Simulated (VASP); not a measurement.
**GaGe3: single point with PBE**

Crystal: GaGe3.

```xyz
4
Lattice="0.0000 3.2185 3.2185 3.2185 0.0000 3.2185 3.2185 3.2185 0.0000" Properties=species:S:1:pos:R:3 pbc="T T T"
Ga    0.0000    0.0000    0.0000
Ge    1.6092    1.6092    1.6092
Ge    4.8277    4.8277    4.8277
Ge    3.2185    3.2185    3.2185
```

| Item | Value |
| --- | --- |
| Program | VASP 6.6.1 |
| Task | single point |
| Functional | PBE |
| Potentials or basis | VASP PAW PBE potentials, release 64 (Ga_d, Ge_d) |
| Cutoff | 520 eV |
| k mesh | 5 × 5 × 5 |
| Occupations | methfessel-paxton, width 0.1 eV |
| Spin | no spin polarisation |
| Dipole correction | no |
| Further INCAR settings | ALGO = Normal; EDIFF = 1e-06; NBANDS = 36 |

The pressure is 10.2 GPa.

Levels at points of the mesh, in eV from the Fermi level:
```tsv
k point	band 24	band 25	band 26	band 27	band 28	band 29	band 30	band 31
(0.00, 0.00, 0.00)	-2.25	-2.25	-2.25	-1.98	-1.98	-1.98	-0.41	-0.14
```

Wall time 20 s on 1 thread of AMD EPYC 7R13 Processor (Zen 3) (shared host), peak memory 0.17 GiB.
